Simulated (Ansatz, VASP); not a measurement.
## AlN in VASP and in Ansatz

```
Al N
1.0
    -3.31348    0.00000    0.00000
     0.00000    0.00000   -4.18759
     0.00000   -5.73911    0.00000
Al N
4 4
Direct
  0.51111 0.24231 0.16667
  0.98889 0.24231 0.66667
  0.01111 0.74231 0.33333
  0.48889 0.74231 0.83333
  0.51070 0.76481 0.16667
  0.98930 0.76481 0.66667
  0.01070 0.26481 0.33333
  0.48930 0.26481 0.83333
```

Change from the starting cell: mode 4 frozen in at -0.037 Å and mode 5 at -0.062 Å (largest displacements).

Alike in both runs: task single point; functional PBE; k mesh 8 × 6 × 4; occupations gaussian, width 0.05 eV; no spin polarisation.

|  | VASP | Ansatz |
| --- | --- | --- |
| version | VASP 6.6.1 | Ansatz 0.2.0 |
| potentials or method | VASP PAW PBE potentials, release 64 (Al, N), cutoff 520 eV | scalar-relativistic, plane waves, PAW |
| valence electrons in the cell | 32 | 32 |

|  | VASP | Ansatz | Ansatz less VASP |
| --- | --- | --- | --- |
| gap on the k mesh at the Fermi level (eV) | 3.30 | 3.29 | -0.009 |
| least direct gap on the mesh (eV) | 3.30 | 3.29 | -0.009 |
| pressure (GPa) | 0.5 | 0.7 | +0.18 |
| traceless stress, the component that is largest in VASP (GPa) | 2.63 | 2.50 | -0.121 |
| rms of the force components (eV/Å) | 0.112 | 0.111 | -0.0008 |

Atom by atom the forces differ by 0.001 eV/Å (rms over components).
